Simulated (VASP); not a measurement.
# AlCr2C (P6_3/mmc) in VASP: further runs

The runs below take AlCr2C through single point, with PBE.

Program: VASP 6.6.1. These are calculated values, not measurements. Logs are shortened: lines on timing, memory, paths and dates and some standing lists are left out, and cuts for length are marked.

### 1 The cell of the first run

It takes space group P6_3/mmc (No. 194, hexagonal). Conventional cell: a = 2.841 Å, b = 2.841 Å, c = 12.699 Å, α = 90.00°, β = 90.00°, γ = 120.00°. Al (site symmetry -6m2) has 6 Cr at 2.67 Å and 6 Al at 2.84 Å and 6 C at 3.57 Å within 3.6 Å. Cr (site symmetry 3m) has 3 C at 1.96 Å and 3 Al at 2.67 Å and 3 Cr at 2.70 Å within 2.7 Å. C (site symmetry -3m) has 6 Cr at 1.96 Å within 2.6 Å.

### 2 Single point, PBE

INCAR

```
PREC = Accurate ; ENCUT = 520
EDIFF = 1E-7 ; ISMEAR = 0
SIGMA = 0.1 ; LREAL = F
LASPH = T ; NELM = 100
ALGO = Normal ; ISIF = 2
LWAVE = F ; LCHARG = F
GGA = PE ; NBANDS = 41
```

KPOINTS

```
Automatic mesh
0
Gamma
  15 15 4
```

POSCAR

```
AlCr2C
1.0
    2.8413251183      0.0000000000      0.0000000000
   -1.4206625592      2.4606597329      0.0000000000
    0.0000000000      0.0000000000     12.6987803694
Al Cr C
2 4 2
Direct
    0.6666666667      0.3333333333      0.2500000000
    0.3333333333      0.6666666667      0.7500000000
    0.3333333333      0.6666666667      0.4157763001
    0.6666666667      0.3333333333      0.9157763001
    0.6666666667      0.3333333333      0.5842236999
    0.3333333333      0.6666666667      0.0842236999
    0.0000000000      0.0000000000      0.5000000000
    0.0000000000      0.0000000000      0.0000000000
```

Potentials or basis: VASP PAW PBE potentials, release 64 (Al, Cr_pv, C).

Command:

```console
$ cat potpaw_PBE.64/Al/POTCAR potpaw_PBE.64/Cr_pv/POTCAR potpaw_PBE.64/C/POTCAR > POTCAR
$ mpirun -np 1 vasp_std > vasp.out
```

OUTCAR:

```text
PREC = Accurate
   ENCUT = 520
   EDIFF = 1E-7
   ISMEAR = 0
   LREAL = F
   LASPH = T
   NELM = 100
   ISIF = 2
   GGA = PE

 ion  position               nearest neighbor table
   1  0.667  0.333  0.250-   3 2.67   6 2.67   3 2.67   6 2.67   3 2.67   6 2.67
   2  0.333  0.667  0.750-   4 2.67   5 2.67   4 2.67   5 2.67   4 2.67   5 2.67
   3  0.333  0.667  0.416-   7 1.96   7 1.96   7 1.96   1 2.67   1 2.67   1 2.67   5 2.70   5 2.70
                             5 2.70
   4  0.667  0.333  0.916-   8 1.96   8 1.96   8 1.96   2 2.67   2 2.67   2 2.67   6 2.70   6 2.70
                             6 2.70
   5  0.667  0.333  0.584-   7 1.96   7 1.96   7 1.96   2 2.67   2 2.67   2 2.67   3 2.70   3 2.70
                             3 2.70
   6  0.333  0.667  0.084-   8 1.96   8 1.96   8 1.96   1 2.67   1 2.67   1 2.67   4 2.70   4 2.70
                             4 2.70
   7  0.000  0.000  0.500-   3 1.96   5 1.96   5 1.96   3 1.96   5 1.96   3 1.96
   8  0.000  0.000  0.000-   4 1.96   6 1.96   4 1.96   6 1.96   4 1.96   6 1.96

  LATTYP: Found a hexagonal cell.
 ALAT       =     2.8413251183
 C/A-ratio  =     4.4693161960

  Lattice vectors:

 A1 = (   2.8413251183,   0.0000000000,   0.0000000000)
 A2 = (  -1.4206625592,   2.4606597329,   0.0000000000)
 A3 = (   0.0000000000,   0.0000000000,  12.6987803694)

Analysis of symmetry for initial positions (statically):
=====================================================================
 Subroutine PRICEL returns:
 Original cell was already a primitive cell.

 Routine SETGRP: Setting up the symmetry group for a
 hexagonal supercell.

 Subroutine GETGRP returns: Found 24 space group operations
 (whereof 12 operations were pure point group operations)
 out of a pool of 24 trial point group operations.

The static configuration has the point symmetry D_3d.
 The point group associated with its full space group is D_6h.

Analysis of symmetry for dynamics (positions and initial velocities):
=====================================================================
 Subroutine PRICEL returns:
 Original cell was already a primitive cell.

 Routine SETGRP: Setting up the symmetry group for a
 hexagonal supercell.

 Subroutine GETGRP returns: Found 24 space group operations
 (whereof 12 operations were pure point group operations)
 out of a pool of 24 trial point group operations.

The dynamic configuration has the point symmetry D_3d.
 The point group associated with its full space group is D_6h.

 Subroutine INISYM returns: Found 24 space group operations
 (whereof 12 operations are pure point group operations),
 and found     1 'primitive' translations

----------------------------------------------------------------------------------------

                                     Primitive cell

  volume of cell :      88.7840

  direct lattice vectors                    reciprocal lattice vectors
     2.841325118  0.000000000  0.000000000     0.351948460  0.203197538  0.000000000
    -1.420662559  2.460659733  0.000000000     0.000000000  0.406395076  0.000000000
     0.000000000  0.000000000 12.698780369     0.000000000  0.000000000  0.078747720

  length of vectors
     2.841325118  2.841325118 12.698780369     0.406395076  0.406395076  0.078747720

  position of ions in fractional coordinates (direct lattice)
     0.666666667  0.333333333  0.250000000
     0.333333333  0.666666667  0.750000000
     0.333333333  0.666666667  0.415776300
     0.666666667  0.333333333  0.915776300
     0.666666667  0.333333333  0.584223700
     0.333333333  0.666666667  0.084223700
     0.000000000  0.000000000  0.500000000
     0.000000000  0.000000000  0.000000000

  ion indices of the primitive-cell ions
   primitive index   ion index
                 1           1
                 2           2
                 3           3
                 4           4
                 5           5
                 6           6
                 7           7
                 8           8

----------------------------------------------------------------------------------------

 KPOINTS: Automatic mesh

Automatic generation of k-mesh.
 Grid dimensions read from file:
 generate k-points for:   15   15    4

 Generating k-lattice:

  Cartesian coordinates                     Fractional coordinates (reciprocal lattice)
     0.023463231  0.013546503  0.000000000     0.066666667  0.000000000  0.000000000
     0.000000000  0.027093005  0.000000000     0.000000000  0.066666667  0.000000000
     0.000000000  0.000000000  0.019686930     0.000000000  0.000000000  0.250000000

  Length of vectors
     0.027093005  0.027093005  0.019686930

  Shift w.r.t. Gamma in fractional coordinates (k-lattice)
     0.000000000  0.000000000  0.000000000

 Subroutine IBZKPT returns following result:
 ===========================================

 Found     81 irreducible k-points:

 Following reciprocal coordinates:
            Coordinates               Weight
  0.000000  0.000000  0.000000      1.000000
  0.066667 -0.000000  0.000000      6.000000
  0.133333  0.000000  0.000000      6.000000
  0.200000 -0.000000  0.000000      6.000000
  0.266667  0.000000  0.000000      6.000000
  0.333333 -0.000000  0.000000      6.000000
[... 16 lines left out ...]
  0.333333  0.200000  0.000000     12.000000
  0.400000  0.200000  0.000000      6.000000
 [... further k-points ...]
   k-points           NKPTS =     81   k-points in BZ     NKDIM =     81   number of bands    NBANDS=     41
   number of dos      NEDOS =    301   number of ions     NIONS =      8
   total plane-waves  NPLWV =  55296
   dimension x,y,z NGX =    24 NGY =   24 NGZ =   96
   dimension x,y,z NGXF=    48 NGYF=   48 NGZF=  192
   ions per type =               2   4   2
   NGX,Y,Z   is equivalent  to a cutoff of  14.04, 14.04, 12.57 a.u.
   NGXF,Y,Z  is equivalent  to a cutoff of  28.08, 28.08, 25.14 a.u.
 SYSTEM =  unknown system
   PREC   = accura    normal or accurate (medium, high low for compatibility)
   ISTART =      0    job   : 0-new  1-cont  2-samecut
   ICHARG =      2    charge: 1-file 2-atom 10-const
   ISPIN  =      1    spin polarized calculation?
   LNONCOLLINEAR =      F non collinear calculations
   LSORBIT =      F    spin-orbit coupling
   LASPH  =      T    aspherical Exc in radial PAW
   ENCUT  =  520.0 eV  38.22 Ry    6.18 a.u.   5.28  5.28 23.61*2*pi/ulx,y,z
   NELM   =    100;   NELMIN=  2; NELMDL= -5     # of ELM steps
   EDIFF  = 0.1E-06   stopping-criterion for ELM
   LREAL  =      F    real-space projection
   EDIFFG = 0.1E-05   stopping-criterion for IOM
   NSW    =      0    number of steps for IOM
   IBRION =     -1    ionic relax: 0-MD 1-quasi-New 2-CG
   NFREE  =      0    steps in history (QN), initial steepest desc. (CG)
   ISIF   =      2    stress and relaxation
   ISYM   =      2    0-nonsym 1-usesym 2-fastsym
   POTIM  = 0.5000    time-step for ionic-motion
   TEBEG  =    0.0;   TEEND  =   0.0 temperature during run
   PSTRESS=    0.0 pullay stress
   NELECT =      62.0000    total number of electrons
   NUPDOWN=      -1.0000    fix difference up-down
   EMIN   =  10.00;   EMAX   =-10.00  energy-range for DOS
   EFERMI =   0.00;   METHOD = LEGACY
   ISMEAR =     0;   SIGMA  =   0.10  broadening in eV -4-tet -1-fermi 0-gaus
   EFERMI_NEDOS =   21; number of points for ismear=-14 and -15
   IALGO  =     38    algorithm
   IMIX   =      4    mixing-type and parameters
     AMIX     =   0.40;   BMIX     =  1.00
     AMIX_MAG =   1.60;   BMIX_MAG =  1.00
  volume/ion in A,a.u.               =      11.10        74.89
  Fermi-wavevector in a.u.,A,eV,Ry     =   1.452426  2.744686 28.702036  2.109540
  Thomas-Fermi vector in A             =   2.569809
   LORBIT       =      0    0 simple, 1 ext, 2 COOP (PROOUT), +10 PAW based schemes
   GGA     = PE    functional components
   LHFCALC =     F    Hartree Fock is set to
   AEXX    =    0.0000 exact exchange contribution
   IVDW    =     0    specifies the selected vdW correction
   LEPSILON=     F    determine dielectric tensor
   LRPA    =     F    only Hartree local field effects (RPA)
 non-spin polarized calculation
 Gauss-broadening in eV      SIGMA  =   0.10
  energy-cutoff  :      520.00
  volume of cell :       88.78
 maximum number of plane-waves:      2411
 NGX is ok and might be reduce to    24
   NGX = 11   NGY = 11   NGZ = 47

 number of electron      61.9999996 magnetization

 Free energy of the ion-electron system (eV)
  ---------------------------------------------------
  ext. energy  EPLUGINS =         0.00000000
  ---------------------------------------------------
  free energy    TOTEN  =       -65.50274041 eV

  energy without entropy =      -65.46999503  energy(sigma->0) =      -65.48636772

 E-fermi :   9.9417     XC(G=0): -12.4559

 val. band max:        9.9374359973   @ k =   0.2000   0.0667   0.0000
 cond. band min:       9.9494585847   @ k =   0.2000   0.0667   0.2500
 fundamental gap:      0.0120225874
 Fermi energy:         9.9417094350

 k-point     1 :       0.0000    0.0000    0.0000
  band No.  band energies     occupation
      1     -33.4654      2.00000
      2     -33.4641      2.00000
      3     -33.2566      2.00000
      4     -33.2566      2.00000
      5     -33.2566      2.00000
      6     -33.2566      2.00000
[... 33 lines left out ...]
     40      13.3194      0.00000
     41      14.9108      0.00000

 k-point     2 :       0.0667   -0.0000    0.0000
  band No.  band energies     occupation
      1     -33.4628      2.00000
      2     -33.4615      2.00000
      3     -33.2710      2.00000
      4     -33.2709      2.00000
      5     -33.2609      2.00000
      6     -33.2609      2.00000
[... 33 lines left out ...]
     40      13.4392      0.00000
     41      15.0050      0.00000

 k-point     3 :       0.1333    0.0000    0.0000
  band No.  band energies     occupation
      1     -33.4565      2.00000
      2     -33.4553      2.00000
      3     -33.3090      2.00000
      4     -33.3088      2.00000
      5     -33.2725      2.00000
      6     -33.2725      2.00000
[... 33 lines left out ...]
     40      13.7135      0.00000
     41      14.8290      0.00000

 k-point     4 :       0.2000   -0.0000    0.0000
  band No.  band energies     occupation
      1     -33.4522      2.00000
      2     -33.4514      2.00000
      3     -33.3610      2.00000
      4     -33.3608      2.00000
      5     -33.2887      2.00000
      6     -33.2886      2.00000
[... 825 lines left out ...]
     40      12.9649      0.00000
     41      13.0194      0.00000

 k-point    23 :       0.3333    0.2000    0.0000
  band No.  band energies     occupation
      1     -33.5202      2.00000
      2     -33.5200      2.00000
      3     -33.4790      2.00000
      4     -33.4788      2.00000
      5     -33.3994      2.00000
      6     -33.3993      2.00000
[... 33 lines left out ...]
     40      12.5319      0.00000
     41      12.9408      0.00000

 k-point    24 :       0.4000    0.2000    0.0000
  band No.  band energies     occupation
      1     -33.5262      2.00000
      2     -33.5260      2.00000
      3     -33.4815      2.00000
      4     -33.4813      2.00000
      5     -33.4060      2.00000
      6     -33.4058      2.00000
[... 33 lines left out ...]
     40      12.4665      0.00000
     41      13.0485      0.00000

 [... further k-points ...]

------------------------ aborting loop because EDIFF is reached ----------------------------------------

  FORCE on cell =-STRESS in cart. coord.  units (eV):
  Direction    XX          YY          ZZ          XY          YZ          ZX
  --------------------------------------------------------------------------------------
  -------------------------------------------------------------------------------------
  Total        0.0839052      0.0839052     -0.0046807     -0.0000000     -0.0000000      0.0000000
  in kB        1.5141356      1.5141356     -0.0844676     -0.0000000     -0.0000000      0.0000000
  external PRESSURE =       0.9812679 kB  Pullay stress =       0.0000000 kB

 VOLUME and BASIS-vectors are now :
 -----------------------------------------------------------------------------
  energy-cutoff  :      520.00
  volume of cell :       88.78
      direct lattice vectors                 reciprocal lattice vectors
     2.841325118  0.000000000  0.000000000     0.351948460  0.203197538  0.000000000
    -1.420662559  2.460659733  0.000000000     0.000000000  0.406395076  0.000000000
     0.000000000  0.000000000 12.698780369     0.000000000  0.000000000  0.078747720

 POSITION                                       TOTAL-FORCE (eV/Angst)
 -----------------------------------------------------------------------------------
      1.42066      0.82022      3.17470        -0.000000      0.000000      0.000000
     -0.00000      1.64044      9.52409        -0.000000     -0.000000      0.000000
     -0.00000      1.64044      5.27985         0.000000      0.000000     -0.042642
      1.42066      0.82022     11.62924         0.000000     -0.000000     -0.042642
      1.42066      0.82022      7.41893        -0.000000     -0.000000      0.042642
     -0.00000      1.64044      1.06954         0.000000      0.000000      0.042642
      0.00000      0.00000      6.34939        -0.000000      0.000000      0.000000
      0.00000      0.00000      0.00000        -0.000000      0.000000      0.000000
 -----------------------------------------------------------------------------------
    total drift:                               -0.000000      0.000000     -0.000000

  FREE ENERGIE OF THE ION-ELECTRON SYSTEM (eV)
  ---------------------------------------------------
  free  energy   TOTEN  =       -65.5027404126 eV

  energy  without entropy=      -65.4699950349  energy(sigma->0) =      -65.48636772
```

It took 5 min on 1 thread of Intel Xeon Platinum 8259CL at 2.50GHz (Skylake/Cascade Lake), shared host; peak memory 0.38 GiB.

Results:

* Free energy: -65.5027 eV
* Pressure: 0.1 GPa
* Largest force: 0.043 eV/Å
* Band gap on the k mesh: zero (bands 31 and 32 overlap by 0.82 eV)

Forces in eV/Å, atoms in the order of the input:
```
Al   0.000  0.000  0.000
Al   0.000  0.000  0.000
Cr   0.000  0.000 -0.043
Cr   0.000  0.000 -0.043
Cr   0.000  0.000  0.043
Cr   0.000  0.000  0.043
C    0.000  0.000  0.000
C    0.000  0.000  0.000
```

Stress tensor (GPa, compression positive):
```
 0.15  0.00  0.00
 0.00  0.15  0.00
 0.00  0.00 -0.01
```

Caveat: the run has no spin polarisation, though such a crystal can be magnetic. Spin polarisation is off, so any magnetic state and its effect on volume and gap are missing.

### 3 Single point, PBE, collinear spin, ferromagnetic start

This run uses another cell than the first one, of 10.89 Å³/atom.

INCAR

```
SYSTEM = AlCr2C
ALGO = Normal
EDIFF = 1E-6
ENCUT = 520
GGA = PE
ISIF = 2
ISMEAR = 0
ISPIN = 2
LASPH = .TRUE.
LCHARG = .FALSE.
LMAXMIX = 4
LORBIT = 11
LREAL = .FALSE.
LWAVE = .FALSE.
MAGMOM = 0 0 3 3 3 3 0 0
NBANDS = 45
NELM = 150
PREC = Accurate
SIGMA = 0.1
```

KPOINTS

```
k-points
0
G
  9 9 2
  0 0 0
```

POSCAR

```
AlCr2C
1.0
    2.8251010646      0.0000000000      0.0000000000
   -1.4125505323      2.4466092902      0.0000000000
    0.0000000000      0.0000000000     12.6013736800
Al Cr C
2 4 2
Direct
    0.6666666700      0.3333333300      0.2500000000
    0.3333333300      0.6666666700      0.7500000000
    0.3333333300      0.6666666700      0.4149411600
    0.6666666700      0.3333333300      0.9149411600
    0.6666666700      0.3333333300      0.5850588400
    0.3333333300      0.6666666700      0.0850588400
    0.0000000000      0.0000000000      0.5000000000
    0.0000000000      0.0000000000      0.0000000000
```

Potentials or basis: VASP PAW PBE potentials, release 64 (Al, Cr_pv, C).

Command:

```console
$ cat potpaw_PBE.64/Al/POTCAR potpaw_PBE.64/Cr_pv/POTCAR potpaw_PBE.64/C/POTCAR > POTCAR
$ mpirun -np 1 vasp_std > vasp.out
```

It took 8 min on 1 thread of Intel Xeon Platinum 8259CL at 2.50GHz (Skylake/Cascade Lake), shared host; peak memory 0.35 GiB.

It converged, with:

```
Free energy                                           : -65.4922 eV
Pressure                                              : 3.7 GPa
Largest force                                         : 0.045 eV/Å
Band gap on the k mesh                                : zero (filled and empty bands overlap)
Net moment                                            : 0.01 μB per cell
Valence electrons inside the program's atomic spheres : Al 0.82; Cr 11.16; C 2.49
```

Forces in eV/Å, atoms in the order of the input:
```
Al   0.000  0.000  0.000
Al   0.000  0.000  0.000
Cr   0.000  0.000 -0.045
Cr   0.000  0.000 -0.045
Cr   0.000  0.000  0.045
Cr   0.000  0.000  0.045
C    0.000  0.000  0.000
C    0.000  0.000  0.000
```

Stress tensor (GPa, compression positive):
```
3.64 0.00 0.00
0.00 3.64 0.00
0.00 0.00 3.76
```

Levels at points of the mesh, in eV from the Fermi level:
Spin up:
```tsv
k point	band 28	band 29	band 30	band 31	band 32	band 33	band 34	band 35
(0.00, 0.00, 0.00)	-1.04	-1.03	-1.03	-0.21	-0.21	-0.17	-0.17	0.62
(0.00, 0.00, 0.50)	-1.03	-1.03	-1.03	-0.19	-0.19	-0.19	-0.19	0.64
```
Spin down:
```
           k point  band 27  band 28  band 29  band 30  band 31  band 32  band 33  band 34  band 35  band 36
(0.00, 0.00, 0.00)    -1.04    -1.04    -1.02    -1.02    -0.20    -0.20    -0.17    -0.17     0.62     0.62
(0.00, 0.00, 0.50)    -1.03    -1.03    -1.03    -1.03    -0.19    -0.19    -0.19    -0.19     0.64     0.64
```

Caveat: the cell stands under pressure; the moments typed at the start vanished in this run.

The gap in the log of VASP goes by the Fermi energy; the results here count the filled bands.